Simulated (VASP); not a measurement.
Write the native input for VASP 6.6.1 that does the following.

```yaml
Task: single point
Functional: PBEsol
Potentials_or_basis: VASP PAW PBE potentials, release 64 (Cu_sv_GW, O)
Cutoff: 700 eV
k_mesh: 10 × 10 × 5
Occupations: fermi-dirac, width 0.05 eV
Spin: no spin polarisation
Dipole_correction: no
Second_run: valence_matched
Further_INCAR_settings: ALGO = Normal; EDIFF = 1e-06; NBANDS = 33
```

The structure of CuO (Tenorite) lies in POSCAR:

```
CuO
1.0
    2.2967865698     -1.6784228387      0.0000000000
    2.2967865698      1.6784228387      0.0000000000
   -0.8429870921      0.0000000000      4.9561536082
Cu O
2 2
Direct
    0.4968000000      0.0032000000      0.5000000000
    0.0032000000      0.4968000000      0.0000000000
    0.4056000000      0.5714000000      0.7537000000
    0.5714000000      0.4056000000      0.2537000000
```

The input as run:

INCAR

```
PREC = Accurate
ENCUT = 700
EDIFF = 1E-6
ISMEAR = -1
SIGMA = 0.05
LREAL = False
LASPH = True
NELM = 120
ALGO = Normal
ISIF = 2
LWAVE = False
LCHARG = False
GGA = PS
NBANDS = 33
GGA_COMPAT = False
```

KPOINTS

```
regular mesh
0
Gamma
  10 10 5
```

Potentials or basis: VASP PAW PBE potentials, release 64 (Cu_sv_GW, O).

The run is started by

```sh
$ cat potpaw_PBE.64/Cu_sv_GW/POTCAR potpaw_PBE.64/O/POTCAR > POTCAR
$ mpirun -np 1 vasp_std > vasp.out
```

Results of the run:

```json
{
  "Pressure": "6.7 GPa",
  "Largest force": "0.926 eV/Å",
  "Band gap on the k mesh": "zero (band 25 reaches 6.69 eV, above the bottom of band 26 at 6.09 eV)"
}
```

Caveat: the PAW data sets were made with another functional, which shifts forces and pressure a little; semilocal functionals often make such compounds metallic where correlation or magnetic order opens a gap, which also shifts bond lengths.

Run time: 3.7 min on 1 thread of AMD EPYC 9R45 96-Core Processor (Zen 5), with other jobs on the host, peak memory 0.36 GiB.
